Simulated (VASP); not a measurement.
# Zn in VASP: notebook

Zn is run at these levels: r2SCAN, LDA, PBEsol; tasks: single point.

Program: VASP 6.6.1. These are calculated values, not measurements. Logs are shortened: lines on timing, memory, paths and dates and some standing lists are left out, and cuts for length are marked.

**1. The cell of the first run**

Symmetry: C2/m, No. 12, monoclinic system. The conventional cell has a = 4.625 Å, b = 2.668 Å, c = 7.618 Å, α = 90.00°, β = 102.30°, γ = 90.00°. Zn (site symmetry m) has 12 Zn at 2.67 to 2.94 Å within 3.5 Å. Zn (site symmetry 2/m) has 12 Zn at 2.67 to 2.94 Å within 3.5 Å.

**2. Single point, r2SCAN**

File POSCAR:

```
Zn
1.0
    2.3126553924     -1.3341501334      0.0000000000
    2.3126553924      1.3341501334      0.0000000000
   -1.6229345964      0.0000000000      7.4435898014
Zn
3
Direct
    0.7780178600      0.7780178600      0.3345049800
    0.2219821400      0.2219821400      0.6654950200
    0.0000000000      0.0000000000      0.0000000000
```

File INCAR.step1:

```
  PREC = Accurate
  ENCUT = 520
  ISMEAR = -1
  SIGMA = 0.05
  LREAL = False
  LASPH = True
  NELM = 100
  NBANDS = 25
  GGA = PE
  ALGO = Normal
  EDIFF = 1E-4
  LWAVE = True
  LCHARG = False
```

File INCAR.step2:

```
  PREC = Accurate
  ENCUT = 520
  EDIFF = 1E-6
  ISMEAR = -1
  SIGMA = 0.05
  LREAL = False
  LASPH = True
  NELM = 100
  ALGO = Normal
  ISIF = 2
  LWAVE = False
  LCHARG = False
  METAGGA = R2SCAN
  LMIXTAU = True
  NBANDS = 25
  ISTART = 1
```

File KPOINTS:

```
regular mesh
0
Gamma
  12 12 4
```

Potentials or basis: VASP PAW PBE potentials, release 64 (Zn).

Command:

```
> cat potpaw_PBE.64/Zn/POTCAR > POTCAR
> cp INCAR.step1 INCAR
> mpirun -np 1 vasp_std > vasp.out
> cp INCAR.step2 INCAR
> mpirun -np 1 vasp_std > vasp.out
```

OUTCAR:

```text
PREC = Accurate
   ENCUT = 520
   EDIFF = 1E-6
   ISMEAR = -1
   LREAL = False
   LASPH = True
   NELM = 100
   ISIF = 2
   METAGGA = R2SCAN
   ISTART = 1

 ion  position               nearest neighbor table
   1  0.778  0.778  0.335-   2 2.89   2 2.91   2 2.91   3 2.92   3 2.92   3 2.94
   2  0.222  0.222  0.665-   1 2.89   1 2.91   1 2.91   3 2.92   3 2.92   3 2.94
   3  0.000  0.000  0.000-   1 2.92   1 2.92   2 2.92   2 2.92   1 2.94   2 2.94

  LATTYP: Found a base centered monoclinic cell.
 ALAT       =     4.6253107848
 B/A-ratio  =     0.5768910222
 C/A-ratio  =     1.6471240987
 COS(beta)  =    -0.2130265715

  Lattice vectors:

 A1 = (   2.3126553924,  -1.3341501334,   0.0000000000)
 A2 = (   2.3126553924,   1.3341501334,   0.0000000000)
 A3 = (  -1.6229345964,   0.0000000000,   7.4435898014)

Analysis of symmetry for initial positions (statically):
=====================================================================
 Subroutine PRICEL returns:
 Original cell was already a primitive cell.

 Routine SETGRP: Setting up the symmetry group for a
 base centered monoclinic supercell.

 Subroutine GETGRP returns: Found  4 space group operations
 (whereof  4 operations were pure point group operations)
 out of a pool of  4 trial point group operations.

The static configuration has the point symmetry C_2h.

Analysis of symmetry for dynamics (positions and initial velocities):
=====================================================================
 Subroutine PRICEL returns:
 Original cell was already a primitive cell.

 Routine SETGRP: Setting up the symmetry group for a
 base centered monoclinic supercell.

 Subroutine GETGRP returns: Found  4 space group operations
 (whereof  4 operations were pure point group operations)
 out of a pool of  4 trial point group operations.

The dynamic configuration has the point symmetry C_2h.

 Subroutine INISYM returns: Found  4 space group operations
 (whereof  4 operations are pure point group operations),
 and found     1 'primitive' translations

----------------------------------------------------------------------------------------

                                     Primitive cell

  volume of cell :      45.9333

  direct lattice vectors                    reciprocal lattice vectors
     2.312655392 -1.334150133  0.000000000     0.216201688 -0.374770416  0.047138707
     2.312655392  1.334150133  0.000000000     0.216201688  0.374770416  0.047138707
    -1.622934596  0.000000000  7.443589801     0.000000000  0.000000000  0.134343781

  length of vectors
     2.669893545  2.669893545  7.618460857     0.435221888  0.435221888  0.134343781

  position of ions in fractional coordinates (direct lattice)
     0.778017860  0.778017860  0.334504980
     0.221982140  0.221982140  0.665495020
     0.000000000  0.000000000  0.000000000

  ion indices of the primitive-cell ions
   primitive index   ion index
                 1           1
                 2           2
                 3           3

----------------------------------------------------------------------------------------

 KPOINTS: regular mesh

Automatic generation of k-mesh.
 Grid dimensions read from file:
 generate k-points for:   12   12    4

 Generating k-lattice:

  Cartesian coordinates                     Fractional coordinates (reciprocal lattice)
     0.018016807 -0.031230868  0.003928226     0.083333333  0.000000000 -0.000000000
     0.018016807  0.031230868  0.003928226     0.000000000  0.083333333 -0.000000000
     0.000000000  0.000000000  0.033585945     0.000000000  0.000000000  0.250000000

  Length of vectors
     0.036268491  0.036268491  0.033585945

  Shift w.r.t. Gamma in fractional coordinates (k-lattice)
     0.000000000  0.000000000  0.000000000

 Subroutine IBZKPT returns following result:
 ===========================================

 Found    164 irreducible k-points:

 Following reciprocal coordinates:
            Coordinates               Weight
  0.000000  0.000000  0.000000      1.000000
  0.083333  0.000000 -0.000000      4.000000
  0.166667 -0.000000  0.000000      4.000000
  0.250000  0.000000  0.000000      4.000000
  0.333333  0.000000  0.000000      4.000000
  0.416667  0.000000  0.000000      4.000000
[... 16 lines left out ...]
  0.500000  0.166667 -0.000000      4.000000
 -0.416667  0.166667  0.000000      4.000000
 [... further k-points ...]
   k-points           NKPTS =    164   k-points in BZ     NKDIM =    164   number of bands    NBANDS=     25
   number of dos      NEDOS =    301   number of ions     NIONS =      3
   total plane-waves  NPLWV =  24000
   dimension x,y,z NGX =    20 NGY =   20 NGZ =   60
   dimension x,y,z NGXF=    40 NGYF=   40 NGZF=  120
   ions per type =               3
   NGX,Y,Z   is equivalent  to a cutoff of  12.45, 12.45, 13.09 a.u.
   NGXF,Y,Z  is equivalent  to a cutoff of  24.91, 24.91, 26.19 a.u.
 SYSTEM =  unknown system
   PREC   = accura    normal or accurate (medium, high low for compatibility)
   ISTART =      1    job   : 0-new  1-cont  2-samecut
   ICHARG =      0    charge: 1-file 2-atom 10-const
   ISPIN  =      1    spin polarized calculation?
   LNONCOLLINEAR =      F non collinear calculations
   LSORBIT =      F    spin-orbit coupling
   LASPH  =      T    aspherical Exc in radial PAW
   ENCUT  =  520.0 eV  38.22 Ry    6.18 a.u.   4.96  4.96 14.17*2*pi/ulx,y,z
   NELM   =    100;   NELMIN=  2; NELMDL=  0     # of ELM steps
   EDIFF  = 0.1E-05   stopping-criterion for ELM
   LREAL  =      F    real-space projection
   EDIFFG = 0.1E-04   stopping-criterion for IOM
   NSW    =      0    number of steps for IOM
   IBRION =     -1    ionic relax: 0-MD 1-quasi-New 2-CG
   NFREE  =      0    steps in history (QN), initial steepest desc. (CG)
   ISIF   =      2    stress and relaxation
   ISYM   =      2    0-nonsym 1-usesym 2-fastsym
   POTIM  = 0.5000    time-step for ionic-motion
   TEBEG  =    0.0;   TEEND  =   0.0 temperature during run
   PSTRESS=    0.0 pullay stress
   NELECT =      36.0000    total number of electrons
   NUPDOWN=      -1.0000    fix difference up-down
   EMIN   =  10.00;   EMAX   =-10.00  energy-range for DOS
   EFERMI =   0.00;   METHOD = LEGACY
   ISMEAR =    -1;   SIGMA  =   0.05  broadening in eV -4-tet -1-fermi 0-gaus
   EFERMI_NEDOS =   21; number of points for ismear=-14 and -15
   IALGO  =     38    algorithm
   IMIX   =      4    mixing-type and parameters
     AMIX     =   0.40;   BMIX     =  1.00
     AMIX_MAG =   1.60;   BMIX_MAG =  1.00
  volume/ion in A,a.u.               =      15.31       103.32
  Fermi-wavevector in a.u.,A,eV,Ry     =   1.509384  2.852322 30.997324  2.278239
  Thomas-Fermi vector in A             =   2.619713
   LORBIT       =      0    0 simple, 1 ext, 2 COOP (PROOUT), +10 PAW based schemes
   METAGGA = R2SCAN    functional components
   LHFCALC =     F    Hartree Fock is set to
   AEXX    =    0.0000 exact exchange contribution
   IVDW    =     0    specifies the selected vdW correction
   LEPSILON=     F    determine dielectric tensor
   LRPA    =     F    only Hartree local field effects (RPA)
 non-spin polarized calculation
  energy-cutoff  :      520.00
  volume of cell :       45.93
 maximum number of plane-waves:      1261
   NGX =  9   NGY =  9   NGZ = 29

 number of electron      36.0000011 magnetization

 Free energy of the ion-electron system (eV)
  ---------------------------------------------------
  ext. energy  EPLUGINS =         0.00000000
  ---------------------------------------------------
  free energy    TOTEN  =       -26.62737603 eV

  energy without entropy =      -26.61995486  energy(sigma->0) =      -26.62366545

 E-fermi :   3.0207     XC(G=0): -12.5858

 val. band max:        3.0093435448   @ k =  -0.2500   0.4167   0.2500
 cond. band min:       3.0280618199   @ k =   0.2500   0.2500   0.5000
 fundamental gap:      0.0187182751
 Fermi energy:         3.0206712436

 k-point     1 :       0.0000    0.0000    0.0000
  band No.  band energies     occupation
      1      -7.8741      2.00000
      2      -6.1449      2.00000
      3      -6.1396      2.00000
      4      -5.2771      2.00000
      5      -5.0431      2.00000
      6      -5.0406      2.00000
[... 17 lines left out ...]
     24      21.8471      0.00000
     25      22.0312      0.00000

 k-point     2 :       0.0833    0.0000   -0.0000
  band No.  band energies     occupation
      1      -7.6569      2.00000
      2      -6.0396      2.00000
      3      -5.9957      2.00000
      4      -5.2543      2.00000
      5      -5.0709      2.00000
      6      -5.0544      2.00000
[... 17 lines left out ...]
     24      20.0184      0.00000
     25      20.7915      0.00000

 k-point     3 :       0.1667   -0.0000    0.0000
  band No.  band energies     occupation
      1      -7.0279      2.00000
      2      -5.7504      2.00000
      3      -5.7017      2.00000
      4      -5.2160      2.00000
      5      -5.1486      2.00000
      6      -5.1166      2.00000
[... 17 lines left out ...]
     24      18.0951      0.00000
     25      18.5018      0.00000

 k-point     4 :       0.2500    0.0000    0.0000
  band No.  band energies     occupation
      1      -6.1580      2.00000
      2      -5.5922      2.00000
      3      -5.5410      2.00000
      4      -5.3063      2.00000
      5      -5.2305      2.00000
      6      -5.1485      2.00000
[... 17 lines left out ...]
     24      16.5170      0.00000
     25      17.0715      0.00000

 k-point     5 :       0.3333    0.0000    0.0000
  band No.  band energies     occupation
      1      -5.7587      2.00000
      2      -5.6619      2.00000
      3      -5.6096      2.00000
      4      -5.4253      2.00000
      5      -5.3630      2.00000
      6      -5.1046      2.00000
[... 17 lines left out ...]
     24      15.3182      0.00000
     25      15.3606      0.00000

 k-point     6 :       0.4167    0.0000    0.0000
  band No.  band energies     occupation
      1      -5.7695      2.00000
      2      -5.7372      2.00000
      3      -5.7010      2.00000
      4      -5.4955      2.00000
      5      -5.4541      2.00000
      6      -5.1453      2.00000
[... 17 lines left out ...]
     24      12.7410      0.00000
     25      14.6743      0.00000
[... 393 lines left out ...]
 k-point    21 :       0.3333    0.1667    0.0000
  band No.  band energies     occupation
      1      -5.6628      2.00000
      2      -5.3909      2.00000
      3      -5.3639      2.00000
      4      -5.3139      2.00000
      5      -5.2703      2.00000
      6      -5.2467      2.00000
[... 17 lines left out ...]
     24      12.6173      0.00000
     25      14.5787      0.00000

 k-point    22 :       0.4167    0.1667    0.0000
  band No.  band energies     occupation
      1      -5.5014      2.00000
      2      -5.4326      2.00000
      3      -5.4083      2.00000
      4      -5.3651      2.00000
      5      -5.3341      2.00000
      6      -5.1389      2.00000
[... 17 lines left out ...]
     24      10.4559      0.00000
     25      11.6205      0.00000

 k-point    23 :       0.5000    0.1667   -0.0000
  band No.  band energies     occupation
      1      -5.5679      2.00000
      2      -5.5044      2.00000
      3      -5.4962      2.00000
      4      -5.4055      2.00000
      5      -5.3822      2.00000
      6      -5.1431      2.00000
[... 17 lines left out ...]
     24       9.7142      0.00000
     25      12.9100      0.00000

 k-point    24 :      -0.4167    0.1667    0.0000
  band No.  band energies     occupation
      1      -5.5903      2.00000
      2      -5.5431      2.00000
      3      -5.5248      2.00000
      4      -5.4400      2.00000
      5      -5.3727      2.00000
      6      -5.1391      2.00000
[... 17 lines left out ...]
     24       9.9696      0.00000
     25      11.8387      0.00000

 [... further k-points ...]

------------------------ aborting loop because EDIFF is reached ----------------------------------------

  FORCE on cell =-STRESS in cart. coord.  units (eV):
  Direction    XX          YY          ZZ          XY          YZ          ZX
  --------------------------------------------------------------------------------------
  -------------------------------------------------------------------------------------
  Total       -1.7979157     -1.9790252      0.1711588      0.0000000      0.0000000     -0.1154597
  in kB      -62.7121750    -69.0293620      5.9701024      0.0000000      0.0000000     -4.0272903
  external PRESSURE =     -41.9238115 kB  Pullay stress =       0.0000000 kB

 VOLUME and BASIS-vectors are now :
 -----------------------------------------------------------------------------
  energy-cutoff  :      520.00
  volume of cell :       45.93
      direct lattice vectors                 reciprocal lattice vectors
     2.312655392 -1.334150133  0.000000000     0.216201688 -0.374770416  0.047138707
     2.312655392  1.334150133  0.000000000     0.216201688  0.374770416  0.047138707
    -1.622934596  0.000000000  7.443589801     0.000000000  0.000000000  0.134343781

 POSITION                                       TOTAL-FORCE (eV/Angst)
 -----------------------------------------------------------------------------------
      3.05569      0.00000      2.48992         0.004372      0.000000      0.015911
     -0.05332      0.00000      4.95367        -0.004372      0.000000     -0.015911
      0.00000      0.00000      0.00000         0.000000      0.000000      0.000000
 -----------------------------------------------------------------------------------
    total drift:                                0.000000     -0.000000     -0.000000

  FREE ENERGIE OF THE ION-ELECTRON SYSTEM (eV)
  ---------------------------------------------------
  free  energy   TOTEN  =       -26.6273760304 eV

  energy  without entropy=      -26.6199548610  energy(sigma->0) =      -26.62366545
```

Wall time 6.1 min (1 thread of AMD EPYC 7R13 (Zen 3), shared host); peak memory 0.24 GiB.

Results:

```
Free energy            : -26.6274 eV
Pressure               : -4.2 GPa
Largest force          : 0.017 eV/Å
Band gap on the k mesh : zero (bands 18 and 19 overlap by 4.45 eV)
```

Forces in eV/Å, atoms in the order of the input:
```
Zn   0.004  0.000  0.016
Zn  -0.004  0.000 -0.016
Zn   0.000  0.000  0.000
```

Stress tensor (GPa, compression positive):
```
-6.27  0.00 -0.40
 0.00 -6.90  0.00
-0.40  0.00  0.60
```

Caveat: the cell stands under tension; the PAW data sets were made with another functional, which shifts forces and pressure a little.

(Continued in part 2 of 2.)
